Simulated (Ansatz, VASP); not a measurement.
**One calculation of Hf, two programs**

```
Hf
1.0
     0.00000    2.22894    2.22894
     2.22894    0.00000    2.22894
     2.22894    2.22894    0.00000
Hf
1
Direct
  0.00000 0.00000 0.00000
```

Alike in both runs: task single point; functional PBE; k mesh 4 × 4 × 4; occupations fermi-dirac, width 0.15 eV; non-collinear spin, spin-orbit coupling.

|  | VASP | Ansatz |
| --- | --- | --- |
| version | VASP 6.6.1 | Ansatz 0.2.0 development build |
| potentials or method | VASP PAW PBE potentials, release 64 (Hf_pv) | plane waves, PAW datasets (hand-made set) |
| plane-wave cutoff (eV) | 500 | 520 |
| valence electrons in the cell | 10 | 26 |

```csv
,VASP,Ansatz,Ansatz less VASP
net moment per atom (μB),0.00,0.00,0.000
```

The functional is the same, so the differences come from potentials, cutoffs and numerics. VASP's potentials hold 10 valence electrons a cell and Ansatz's 26, so a difference there can come from the potentials and not from the codes. Ansatz's warnings: stress scf threshold loose.

The k mesh is coarse, so the values compare programs but aren't converged.
